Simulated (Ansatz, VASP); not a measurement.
# Two plane-wave programs on BN

INCAR

```
SYSTEM = BN
PREC = Accurate
ENCUT = 520
EDIFF = 1E-6
ISMEAR = 0
SIGMA = 0.05
LREAL = .FALSE.
LASPH = .TRUE.
NELM = 60
ALGO = Normal
ISIF = 2
LWAVE = .FALSE.
LCHARG = .FALSE.
GGA = CA
NBANDS = 16
```

Contents of KPOINTS:

```
regular mesh
0
G
  12 12 6
  0 0 0
```

The input POSCAR:

```
BN
1.0
    2.5539396017      0.0000000000      0.0000000000
   -1.2769698009      2.2117765748      0.0000000000
    0.0000000000      0.0000000000      4.2268550000
B N
2 2
Direct
    0.6666666667      0.3333333333      0.9878948741
    0.3333333333      0.6666666667      0.4997240000
    0.6666666667      0.3333333333      0.6252760000
    0.3333333333      0.6666666667      0.1252760000
```

Input for Ansatz:

```yaml
crystal:
  lattice:
    - [2.5539396017, 0.0, 0.0]
    - [-1.2769698009, 2.2117765748, 0.0]
    - [0.0, 0.0, 4.226855]
  atoms:
    - { symbol: B, position: [0.6666666667, 0.3333333333, 0.9878948741] }
    - { symbol: B, position: [0.3333333333, 0.6666666667, 0.499724] }
    - { symbol: "N", position: [0.6666666667, 0.3333333333, 0.625276] }
    - { symbol: "N", position: [0.3333333333, 0.6666666667, 0.125276] }
basis:
  ecutwfc: 420
kpoints:
  mp_grid: { grid: [12, 12, 6] }
hamiltonian:
  xc: lda
scf:
  occupations: { method: gaussian, width: 0.05 }
output:
  forces: true
  stress: true
  eigenvalues: true
```

Alike in both runs: task single point; functional LDA; k mesh 12 × 12 × 6; occupations gaussian, width 0.05 eV; no spin polarisation.

|  | VASP | Ansatz |
| --- | --- | --- |
| version | VASP 6.6.1 | Ansatz 0.2.0 |
| potentials or method | VASP PAW LDA potentials, release 64 (B, N), cutoff 520 eV | scalar-relativistic, plane waves, PAW |
| valence electrons in the cell | 16 | 16 |

|  | VASP | Ansatz | Ansatz less VASP |
| --- | --- | --- | --- |
| gap on the k mesh at the Fermi level (eV) | 4.53 | 4.56 | +0.025 |
| least direct gap on the mesh (eV) | 7.88 | 7.89 | +0.011 |
| pressure (GPa) | -12.7 | -13.6 | -0.85 |
| traceless stress, the component that is largest in VASP (GPa) | 0.18 | 0.11 | -0.067 |
| rms of the force components (eV/Å) | 0.622 | 0.620 | -0.0020 |

LDA's correlation is that of Perdew and Zunger in VASP and of Perdew and Wang (1992) in Ansatz. Atom by atom the forces differ by 0.003 eV/Å (rms over components).
